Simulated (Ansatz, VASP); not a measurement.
**BaO in VASP and in Ansatz**

```
Ba O
1.0
     0.00000    2.80847    2.80847
     2.80847    0.00000    2.80847
     2.80847    2.80847    0.00000
Ba O
1 1
Direct
  0.50000 0.50000 0.50000
  0.00000 0.00000 0.00000
```

Alike in both runs: task single point; functional r2SCAN; k mesh 8 × 8 × 8; occupations gaussian, width 0.05 eV; no spin polarisation.

|  | VASP | Ansatz |
| --- | --- | --- |
| version | VASP 6.6.1 | Ansatz 0.2.0 |
| potentials or method | VASP PAW PBE potentials, release 64 (Ba_sv, O_h), cutoff 1480 eV | scalar-relativistic, plane waves, PAW |
| valence electrons in the cell | 16 | 16 |

```tsv
	VASP	Ansatz	Ansatz less VASP
gap on the k mesh at the Fermi level (eV)	2.44	2.50	+0.052
least direct gap on the mesh (eV)	2.44	2.50	+0.052
pressure (GPa)	-1.3	-2.7	-1.38
```

VASP's potentials were made for PBE, not for r2SCAN.

Neither program's run includes spin-orbit coupling.
